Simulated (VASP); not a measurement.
Set up this calculation in VASP 6.6.1, as the native input.

```
Task                   : relaxation of cell and atoms
Functional             : PBE
Potentials or basis    : VASP PAW PBE potentials, release 64 (Fe, Rh_pv)
Cutoff                 : 600 eV
k mesh                 : 6 × 6 × 6
Occupations            : gaussian, width 0.1 eV
Spin                   : collinear spin, ferromagnetic start
Starting moments       : [0.37, 0.37, 0.14] μB
Dipole correction      : no
Further INCAR settings : ALGO = Normal; EDIFF = 1e-06; IBRION = 2; EDIFFG = -0.04; NSW = 90; ISIF = 3
```

The structure of Fe2Rh lies in POSCAR:

```
Fe2Rh
1.0
    3.2616772715      0.0000000000      0.0000000000
   -1.6308386358      2.8246953761      0.0000000000
    0.0000000000      0.0000000000      3.5217445623
Fe Rh
2 1
Direct
    0.3333333333      0.6666666667      0.5000000000
    0.6666666667      0.3333333333      0.5000000000
    0.0000000000      0.0000000000      0.0000000000
```

The input as run:

INCAR

```
PREC = Accurate
ENCUT = 600
EDIFF = 1E-6
ISMEAR = 0
SIGMA = 0.1
LREAL = False
LASPH = True
NELM = 150
ALGO = Normal
ISIF = 3
LWAVE = False
LCHARG = False
ISPIN = 2
MAGMOM = 0.37 0.37 0.14
LORBIT = 11
LMAXMIX = 4
GGA = PE
IBRION = 2
NSW = 90
EDIFFG = -0.04
```

KPOINTS

```
Automatic mesh
0
Gamma
  6 6 6
```

Potentials or basis: VASP PAW PBE potentials, release 64 (Fe, Rh_pv).

Launch:

```console
$ cat potpaw_PBE.64/Fe/POTCAR potpaw_PBE.64/Rh_pv/POTCAR > POTCAR
$ mpirun -np 1 vasp_std > vasp.out
```

It gave:

The relaxed volume is 11.72 Å³/atom. The relaxed cell is a = 3.957 Å, b = 3.957 Å, c = 2.594 Å, α = 90.00°, β = 90.00°, γ = 120.00° and the space group after relaxing (to 0.1 Å) is P6/mmm (No. 191). The energy gained by relaxing is 983.9 meV/atom, the ionic steps are 14 and the pressure after relaxing is -0.2 GPa. The net moment is 0.00 μB per cell. The valence electrons inside the program's atomic spheres are Fe 7.37; Rh 13.87.

Caveat: the k points lie up to 0.40 Å⁻¹ apart in the final cell; a cell axis changed by over 15 % at a fixed basis, so the end point is rough.

Wall time 13 min on 1 thread of Intel(R) Xeon(R) Platinum 8259CL CPU @ 2.50GHz (Skylake/Cascade Lake), with other jobs on the host, peak memory 0.21 GiB.
